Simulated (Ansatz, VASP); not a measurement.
**KZnF3 in VASP and in Ansatz**

```
K Zn F
1.0
     4.05000    0.00000    0.00000
     0.00000    4.05000    0.00000
     0.00000    0.00000    4.05000
K Zn F
1 1 3
Cartesian
  0.0000 0.0000 0.0000
  2.0250 2.0250 2.0250
  1.8129 1.8129 0.0000
  0.0000 2.0250 2.0250
  2.0250 0.0000 2.0250
```

Alike in both runs: task single point; functional PBE; k mesh 6 × 6 × 6; occupations gaussian, width 0.05 eV; no spin polarisation.

|  | VASP | Ansatz |
| --- | --- | --- |
| version | VASP 6.6.1 | Ansatz 0.2.0 |
| potentials or method | VASP PAW PBE potentials, release 64 (K_sv, Zn, F), cutoff 520 eV | scalar-relativistic, plane waves, PAW |
| valence electrons in the cell | 42 | 42 |

VASP gave:

| Property | Result |
| --- | --- |
| gap on the k mesh at the Fermi level (eV) | 3.75 |
| least direct gap on the mesh (eV) | 5.43 |
| pressure (GPa) | 5.0 |
| traceless stress, the component that is largest in VASP (GPa) | -0.57 |
| rms of the force components (eV/Å) | 0.239 |

Task: What did Ansatz give for the same quantities?

Result: gap on the k mesh at the Fermi level (eV): 3.82; least direct gap on the mesh (eV): 5.47; pressure (GPa): 4.6; traceless stress, the component that is largest in VASP (GPa): -0.51; rms of the force components (eV/Å): 0.239.

Atom by atom the forces differ by 0.005 eV/Å (rms over components).
